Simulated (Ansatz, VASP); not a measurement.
**Mg2GeN3: VASP beside Ansatz**

```
Mg Ge N
1.0
     3.09278    0.00000    0.00000
    -1.54639    2.67843    0.00000
     0.00000    0.00000    8.50270
Mg Ge N
2 1 3
Direct
  0.66667 0.33333 0.90181
  0.66667 0.33333 0.21406
  0.00000 0.00000 0.56361
  0.33333 0.66667 0.46440
  0.33333 0.66667 0.08503
  0.00000 0.00000 0.77109
```

Change from the starting cell: species swapped into the Sm2In3Cu type (P3m1, No. 156).

Alike in both runs: functional PBE; k mesh 12 × 12 × 4; occupations gaussian, width 0.1 eV; no spin polarisation.

Ansatz relaxed the structure, and its values are those at the end. VASP's run is a single point on that final structure, the one shown.

```csv
,VASP,Ansatz
version,VASP 6.6.1,Ansatz 0.2.0
potentials or method,"VASP PAW PBE potentials, release 64 (Mg, Ge_d, N), cutoff 520 eV","scalar-relativistic, plane waves, PAW"
valence electrons in the cell,33,49
```

Ansatz gave:

- gap on the k mesh at the Fermi level (eV): none
- pressure (GPa): 0.0
- rms of the force components (eV/Å): 0.002

Task: Estimate VASP's values.

Result: gap on the k mesh at the Fermi level (eV): none; pressure (GPa): -0.4; rms of the force components (eV/Å): 0.028.

A gap of «none» marks a metal or a gap that the smearing closes. VASP's potentials hold 33 valence electrons a cell and Ansatz's 49, so a difference there can come from the potentials and not from the codes.
